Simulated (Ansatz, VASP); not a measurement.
Ni: VASP beside Ansatz

```
Ni
1.0
    -1.93261    1.93261    1.04641
     1.93261   -1.93261    1.04641
     1.93261    1.93261   -1.04641
Ni
2
Cartesian
  0.0000 -0.9663 -0.2616
  0.0000 0.9663 0.2616
```

Change from the starting cell: volume scaled by 0.65, PAW files.

Alike in both runs: task single point; functional PBE; k mesh 20 × 20 × 20; occupations fermi-dirac, width 0.1 eV; collinear spin.

|  | VASP | Ansatz |
| --- | --- | --- |
| version | VASP 6.6.1 | Ansatz 0.2.0 |
| potentials or method | VASP PAW PBE potentials, release 64 (Ni) | PAW with Ansatz's default frozen-core files, scalar-relativistic |
| plane-wave cutoff (eV) | 520 | 420 |
| valence electrons in the cell | 20 | 36 |

|  | VASP | Ansatz | Ansatz less VASP |
| --- | --- | --- | --- |
| pressure (GPa) | 185.9 | 188.3 | +2.48 |
| traceless stress, the component that is largest in VASP (GPa) | 1.06 | 0.00 | -1.053 |
| net moment per atom (μB) | 0.00 | 0.00 | 0.000 |

Both programs put the cell under a high pressure, so it lies far from rest at this level. VASP's potentials hold 20 valence electrons a cell and Ansatz's 36, so a difference there can come from the potentials and not from the codes. Ansatz's warnings: seeded moment not kept.

Noted on VASP's run: the cell as given lies far from equilibrium.
